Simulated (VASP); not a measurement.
# CuSi16 (a cell with a defect) in VASP: relaxation of the atoms with PBE

Aim: the relaxation of the atoms of CuSi16 (a cell with a defect) with PBE.

All numbers are computed with VASP 6.6.1; they aren't measurements. Logs are shortened: lines on timing, memory, paths and dates and some standing lists are left out, and cuts for length are marked.

**1. The cell of the first run**

The cell holds a defect, 17 atoms: a = 7.679 Å, b = 7.679 Å, c = 7.679 Å, α = 60.00°, β = 60.00°, γ = 60.00°.

**2. Relaxation of the atoms, PBE**

Contents of INCAR:

```
SYSTEM = CuSi16
PREC     = Accurate       ! precision mode
ENCUT    = 520            ! plane-wave cutoff, eV
EDIFF    = 1E-6           ! SCF threshold, eV
ISMEAR   = 0              ! smearing method
SIGMA    = 0.05           ! smearing width, eV
LREAL    = Auto         
LASPH    = .True.         ! aspherical terms in the spheres
NELM     = 80             ! most SCF steps
ALGO     = Normal         ! electronic algorithm
ISIF     = 2              ! what is computed and relaxed
LWAVE    = .False.        ! write WAVECAR
LCHARG   = .False.        ! write CHGCAR
GGA      = PE             ! functional
IBRION   = 2              ! ionic algorithm
NSW      = 80             ! ionic steps
EDIFFG   = -0.03          ! ionic threshold
NELECT   = 74.0
```

Contents of KPOINTS:

```
Automatic mesh
0
Gamma
  2 2 2
  0 0 0
```

Contents of POSCAR:

```
CuSi16
1.0
    0.0000000000      5.4300000000      5.4300000000
    5.4300000000      0.0000000000      5.4300000000
    5.4300000000      5.4300000000      0.0000000000
Si Cu
16 1
Direct
    0.0000000000      0.0000000000      0.0000000000
    0.1250000000      0.1250000000      0.1250000000
    0.0000000000      0.0000000000      0.5000000000
    0.1250000000      0.1250000000      0.6250000000
    0.0000000000      0.5000000000      0.0000000000
    0.1250000000      0.6250000000      0.1250000000
    0.0000000000      0.5000000000      0.5000000000
    0.1250000000      0.6250000000      0.6250000000
    0.5000000000      0.0000000000      0.0000000000
    0.6250000000      0.1250000000      0.1250000000
    0.5000000000      0.0000000000      0.5000000000
    0.6250000000      0.1250000000      0.6250000000
    0.5000000000      0.5000000000      0.0000000000
    0.6250000000      0.6250000000      0.1250000000
    0.5000000000      0.5000000000      0.5000000000
    0.6250000000      0.6250000000      0.6250000000
    0.7525557700      0.7457891600      0.7438308100
```

Potentials or basis: VASP PAW PBE potentials, release 64 (Si, Cu).

Launch:

```sh
$ cat potpaw_PBE.64/Si/POTCAR potpaw_PBE.64/Cu/POTCAR > POTCAR
$ mpirun -np 1 vasp_std > vasp.out
```

OUTCAR:

```text
SYSTEM = CuSi16
   PREC = Accurate
   ENCUT = 520
   EDIFF = 1E-6
   ISMEAR = 0
   LREAL = Auto
   LASPH = .True.
   NELM = 80
   ISIF = 2
   GGA = PE
   IBRION = 2
   NSW = 80
   EDIFFG = -0.03
   NELECT = 74.0

 ion  position               nearest neighbor table
   1  0.000  0.000  0.000-   2 2.35   4 2.35   6 2.35  10 2.35
   2  0.125  0.125  0.125-   1 2.35   3 2.35   5 2.35   9 2.35
   3  0.000  0.000  0.500-   2 2.35   4 2.35   8 2.35  12 2.35  17 2.72
   4  0.125  0.125  0.625-   1 2.35   3 2.35   7 2.35  11 2.35
   5  0.000  0.500  0.000-   2 2.35   6 2.35   8 2.35  14 2.35  17 2.74
   6  0.125  0.625  0.125-   1 2.35   5 2.35   7 2.35  13 2.35
   7  0.000  0.500  0.500-   4 2.35   6 2.35   8 2.35  16 2.35  17 2.66
   8  0.125  0.625  0.625-  17 2.34   5 2.35   7 2.35  15 2.35   3 2.35
   9  0.500  0.000  0.000-   2 2.35  10 2.35  12 2.35  14 2.35  17 2.77
  10  0.625  0.125  0.125-   1 2.35   9 2.35  11 2.35  13 2.35
  11  0.500  0.000  0.500-   4 2.35  10 2.35  12 2.35  16 2.35  17 2.70
  12  0.625  0.125  0.625-   3 2.35   9 2.35  11 2.35  15 2.35  17 2.38
  13  0.500  0.500  0.000-   6 2.35  10 2.35  14 2.35  16 2.35  17 2.71
  14  0.625  0.625  0.125-   5 2.35   9 2.35  13 2.35  15 2.35  17 2.39
  15  0.500  0.500  0.500-   8 2.35  12 2.35  14 2.35  16 2.35
  16  0.625  0.625  0.625-  17 2.30  11 2.35  13 2.35  15 2.35   7 2.35
  17  0.753  0.746  0.744-  16 2.30   8 2.34  12 2.38  14 2.39   7 2.66  11 2.70  13 2.71   3 2.72
                             5 2.74   9 2.77

  LATTYP: Found a face centered cubic cell.
 ALAT       =    10.8600000000

  Lattice vectors:

 A1 = (   0.0000000000,   5.4300000000,   5.4300000000)
 A2 = (   5.4300000000,   0.0000000000,   5.4300000000)
 A3 = (   5.4300000000,   5.4300000000,   0.0000000000)

Analysis of symmetry for initial positions (statically):
=====================================================================
 Subroutine PRICEL returns:
 Original cell was already a primitive cell.

 Routine SETGRP: Setting up the symmetry group for a
 face centered cubic supercell.

 Subroutine GETGRP returns: Found  1 space group operations
 (whereof  1 operations were pure point group operations)
 out of a pool of 48 trial point group operations.

The static configuration has the point symmetry C_1 .

Analysis of symmetry for dynamics (positions and initial velocities):
=====================================================================
 Subroutine PRICEL returns:
 Original cell was already a primitive cell.

 Routine SETGRP: Setting up the symmetry group for a
 face centered cubic supercell.

 Subroutine GETGRP returns: Found  1 space group operations
 (whereof  1 operations were pure point group operations)
 out of a pool of 48 trial point group operations.

The dynamic configuration has the point symmetry C_1 .

 Subroutine INISYM returns: Found  1 space group operations
 (whereof  1 operations are pure point group operations),
 and found     1 'primitive' translations

----------------------------------------------------------------------------------------

                                     Primitive cell

  volume of cell :     320.2060

  direct lattice vectors                    reciprocal lattice vectors
     0.000000000  5.430000000  5.430000000    -0.092081031  0.092081031  0.092081031
     5.430000000  0.000000000  5.430000000     0.092081031 -0.092081031  0.092081031
     5.430000000  5.430000000  0.000000000     0.092081031  0.092081031 -0.092081031

  length of vectors
     7.679179644  7.679179644  7.679179644     0.159489025  0.159489025  0.159489025

  position of ions in fractional coordinates (direct lattice)
     0.000000000  0.000000000  0.000000000
     0.125000000  0.125000000  0.125000000
     0.000000000  0.000000000  0.500000000
     0.125000000  0.125000000  0.625000000
     0.000000000  0.500000000  0.000000000
     0.125000000  0.625000000  0.125000000
[... 9 lines left out ...]
     0.625000000  0.625000000  0.625000000
     0.752555770  0.745789160  0.743830810

  ion indices of the primitive-cell ions
   primitive index   ion index
                 1           1
                 2           2
                 3           3
                 4           4
                 5           5
                 6           6
[... 9 lines left out ...]
                16          16
                17          17

----------------------------------------------------------------------------------------

 KPOINTS: Automatic mesh

Automatic generation of k-mesh.
 Grid dimensions read from file:
 generate k-points for:    2    2    2

 Generating k-lattice:

  Cartesian coordinates                     Fractional coordinates (reciprocal lattice)
    -0.046040516  0.046040516  0.046040516     0.500000000  0.000000000  0.000000000
     0.046040516 -0.046040516  0.046040516     0.000000000  0.500000000  0.000000000
     0.046040516  0.046040516 -0.046040516     0.000000000  0.000000000  0.500000000

  Length of vectors
     0.079744512  0.079744512  0.079744512

  Shift w.r.t. Gamma in fractional coordinates (k-lattice)
     0.000000000  0.000000000  0.000000000

 Subroutine IBZKPT returns following result:
 ===========================================

 Found      8 irreducible k-points:

 Following reciprocal coordinates:
            Coordinates               Weight
  0.000000  0.000000  0.000000      1.000000
  0.500000  0.000000  0.000000      1.000000
  0.000000  0.500000  0.000000      1.000000
  0.000000  0.000000  0.500000      1.000000
  0.500000  0.500000  0.500000      1.000000
  0.500000  0.500000  0.000000      1.000000
  0.000000  0.500000  0.500000      1.000000
  0.500000  0.000000  0.500000      1.000000
   k-points           NKPTS =      8   k-points in BZ     NKDIM =      8   number of bands    NBANDS=     46
   number of dos      NEDOS =    301   number of ions     NIONS =     17
   total plane-waves  NPLWV = 216000
   dimension x,y,z NGX =    60 NGY =   60 NGZ =   60
   dimension x,y,z NGXF=   120 NGYF=  120 NGZF=  120
   ions per type =              16   1
   NGX,Y,Z   is equivalent  to a cutoff of  12.99, 12.99, 12.99 a.u.
   NGXF,Y,Z  is equivalent  to a cutoff of  25.98, 25.98, 25.98 a.u.
 SYSTEM =  CuSi16
   PREC   = accura    normal or accurate (medium, high low for compatibility)
   ISTART =      0    job   : 0-new  1-cont  2-samecut
   ICHARG =      2    charge: 1-file 2-atom 10-const
   ISPIN  =      1    spin polarized calculation?
   LNONCOLLINEAR =      F non collinear calculations
   LSORBIT =      F    spin-orbit coupling
   LASPH  =      T    aspherical Exc in radial PAW
   ENCUT  =  520.0 eV  38.22 Ry    6.18 a.u.  14.28 14.28 14.28*2*pi/ulx,y,z
   NELM   =     80;   NELMIN=  2; NELMDL= -5     # of ELM steps
   EDIFF  = 0.1E-05   stopping-criterion for ELM
   LREAL  =      T    real-space projection
   EDIFFG = -.3E-01   stopping-criterion for IOM
   NSW    =     80    number of steps for IOM
   IBRION =      2    ionic relax: 0-MD 1-quasi-New 2-CG
   NFREE  =      1    steps in history (QN), initial steepest desc. (CG)
   ISIF   =      2    stress and relaxation
   ISYM   =      2    0-nonsym 1-usesym 2-fastsym
   POTIM  = 0.5000    time-step for ionic-motion
   TEBEG  =    0.0;   TEEND  =   0.0 temperature during run
   PSTRESS=    0.0 pullay stress
   NELECT =      74.0000    total number of electrons
   NUPDOWN=      -1.0000    fix difference up-down
   EMIN   =  10.00;   EMAX   =-10.00  energy-range for DOS
   EFERMI =   0.00;   METHOD = LEGACY
   ISMEAR =     0;   SIGMA  =   0.05  broadening in eV -4-tet -1-fermi 0-gaus
   EFERMI_NEDOS =   21; number of points for ismear=-14 and -15
   IALGO  =     38    algorithm
   IMIX   =      4    mixing-type and parameters
     AMIX     =   0.40;   BMIX     =  1.00
     AMIX_MAG =   1.60;   BMIX_MAG =  1.00
  volume/ion in A,a.u.               =      18.84       127.11
  Fermi-wavevector in a.u.,A,eV,Ry     =   1.004636  1.898488 13.732283  1.009294
  Thomas-Fermi vector in A             =   2.137265
   LORBIT       =      0    0 simple, 1 ext, 2 COOP (PROOUT), +10 PAW based schemes
   GGA     = PE    functional components
   LHFCALC =     F    Hartree Fock is set to
   AEXX    =    0.0000 exact exchange contribution
   IVDW    =     0    specifies the selected vdW correction
   LEPSILON=     F    determine dielectric tensor
   LRPA    =     F    only Hartree local field effects (RPA)
 conjugate gradient relaxation of ions
 non-spin polarized calculation
 Gauss-broadening in eV      SIGMA  =   0.05
  energy-cutoff  :      520.00
  volume of cell :      320.21
 maximum number of plane-waves:      8646
 NGX is ok and might be reduce to    60
   NGX = 29   NGY = 29   NGZ = 29

--------------------------------------- Ionic step        1  -------------------------------------------

 number of electron      74.0000004 magnetization

 Free energy of the ion-electron system (eV)
  ---------------------------------------------------
  ext. energy  EPLUGINS =         0.00000000
  ---------------------------------------------------
  free energy    TOTEN  =       -94.08123933 eV

  energy without entropy =      -94.07184452  energy(sigma->0) =      -94.07654193

------------------------ aborting loop because EDIFF is reached ----------------------------------------

  FORCE on cell =-STRESS in cart. coord.  units (eV):
  Direction    XX          YY          ZZ          XY          YZ          ZX
  --------------------------------------------------------------------------------------
  -------------------------------------------------------------------------------------
  Total       -0.6309617     -0.6288748     -0.6286089      0.0858235      0.4290869      0.1571025
  in kB       -3.1570693     -3.1466272     -3.1452968      0.4294252      2.1469718      0.7860755
  external PRESSURE =      -3.1496644 kB  Pullay stress =       0.0000000 kB
[... 134 lines left out ...]
  FREE ENERGIE OF THE ION-ELECTRON SYSTEM (eV)
  ---------------------------------------------------
  free  energy   TOTEN  =       -94.1854277039 eV

  energy  without entropy=      -94.1762921323  energy(sigma->0) =      -94.18085992

[... ionic steps 4 to 42 ...]

--------------------------------------- Ionic step       43  -------------------------------------------

 number of electron      73.9999995 magnetization

------------------------ aborting loop because EDIFF is reached ----------------------------------------

  FORCE on cell =-STRESS in cart. coord.  units (eV):
  Direction    XX          YY          ZZ          XY          YZ          ZX
  --------------------------------------------------------------------------------------
  -------------------------------------------------------------------------------------
  Total       -1.6329545     -1.7871397     -1.8868938     -0.0313969      0.2558423      0.0489733
  in kB       -8.1706231     -8.9421016     -9.4412296     -0.1570971      1.2801281      0.2450418
  external PRESSURE =      -8.8513181 kB  Pullay stress =       0.0000000 kB
[... 87 lines left out ...]
  energy  without entropy=      -94.2188148562  energy(sigma->0) =      -94.21881514

--------------------------------------- Ionic step       45  -------------------------------------------

 number of electron      73.9999996 magnetization

 Free energy of the ion-electron system (eV)
  ---------------------------------------------------
  ext. energy  EPLUGINS =         0.00000000
  ---------------------------------------------------
  free energy    TOTEN  =       -94.21907148 eV

  energy without entropy =      -94.21907102  energy(sigma->0) =      -94.21907125

 E-fermi :   6.3691     XC(G=0):  -9.6074

 val. band max:        6.2137717116   @ k =   0.0000   0.0000   0.0000
 cond. band min:       6.5242211388   @ k =   0.0000   0.0000   0.0000
 fundamental gap:      0.3104494272
 Fermi energy:         6.3691207367

 k-point     1 :       0.0000    0.0000    0.0000
  band No.  band energies     occupation
      1      -5.8957      2.00000
      2      -3.5454      2.00000
      3      -3.5088      2.00000
      4      -3.4758      2.00000
      5      -3.4726      2.00000
      6      -2.0485      2.00000
[... 425 lines left out ...]
  FREE ENERGIE OF THE ION-ELECTRON SYSTEM (eV)
  ---------------------------------------------------
  free  energy   TOTEN  =       -94.2190714849 eV

  energy  without entropy=      -94.2190710164  energy(sigma->0) =      -94.21907125

 reached required accuracy - stopping structural energy minimisation
```

Wall time 52 min (1 thread of Intel Xeon Platinum 8488C (Sapphire Rapids), shared host); peak memory 0.56 GiB.

Results:

| Property | Result |
| --- | --- |
| Free energy | -94.2191 eV |
| Energy gained by relaxing | 8.1 meV/atom |
| Ionic steps | 45 |
| Largest force after relaxing | 0.024 eV/Å |

Forces in eV/Å, atoms in the order of the input:
```
Si  -0.022  0.007  0.007
Si  -0.010  0.000 -0.001
Si   0.004  0.005  0.016
Si  -0.001 -0.005  0.012
Si   0.001  0.014  0.003
Si  -0.003  0.012 -0.006
Si   0.000  0.001  0.000
Si   0.017 -0.009 -0.010
Si  -0.001 -0.002  0.000
Si   0.000  0.001 -0.001
Si   0.004  0.001 -0.003
Si   0.002  0.005 -0.002
Si   0.000 -0.007  0.005
Si   0.004  0.000  0.010
Si   0.014 -0.010 -0.013
Si   0.003 -0.009 -0.010
Cu  -0.012 -0.002 -0.007
```

Step by step:
```tsv
step	energy change (eV)	largest force (eV/Å)	pressure (GPa)
1	0.0000	1.0782	-0.31
3	-0.1042	0.1623	-0.73
5	-0.1074	0.0776	-0.74
7	-0.1082	0.0574	-0.73
9	-0.1089	0.0559	-0.77
11	-0.1092	0.0488	-0.74
13	-0.1098	0.0591	-0.75
15	-0.1110	0.0721	-0.74
17	-0.1150	0.1053	-0.76
19	-0.1156	0.1403	-0.78
21	-0.1163	0.1440	-0.77
23	-0.1190	0.1610	-0.81
25	-0.1198	0.1742	-0.83
27	-0.1263	0.0827	-0.85
29	-0.1276	0.0896	-0.85
31	-0.1295	0.1191	-0.89
33	-0.1310	0.0748	-0.87
35	-0.1332	0.1079	-0.86
37	-0.1349	0.0478	-0.88
39	-0.1359	0.0588	-0.86
41	-0.1366	0.0484	-0.87
43	-0.1376	0.0333	-0.89
45	-0.1378	0.0244	-0.90
```

Final structure:
```
CELL_PARAMETERS angstrom
0.00000 5.43000 5.43000
5.43000 0.00000 5.43000
5.43000 5.43000 0.00000
ATOMIC_POSITIONS crystal
Si 0.00058 0.00553 0.00718
Si 0.12596 0.12981 0.13108
Si 0.00549 0.00301 0.50408
Si 0.12607 0.12590 0.63530
Si 0.00645 0.50277 0.00338
Si 0.12664 0.63360 0.12703
Si 0.99500 0.49827 0.49941
Si 0.12697 0.62650 0.62730
Si 0.49888 0.00742 0.00692
Si 0.62870 0.12930 0.12978
Si 0.49859 0.99238 0.50222
Si 0.62883 0.12007 0.63156
Si 0.49926 0.50179 0.99205
Si 0.63022 0.63204 0.11716
Si 0.49524 0.48832 0.48565
Si 0.61450 0.61279 0.61307
Cu 0.74520 0.73628 0.73064
```

Caveat: the k points lie up to 0.50 Å⁻¹ apart; the cell carries a net charge on a neutralising background, which shifts energy and pressure; the cell is charged against a uniform background, so pressure and absolute levels hang on convention.
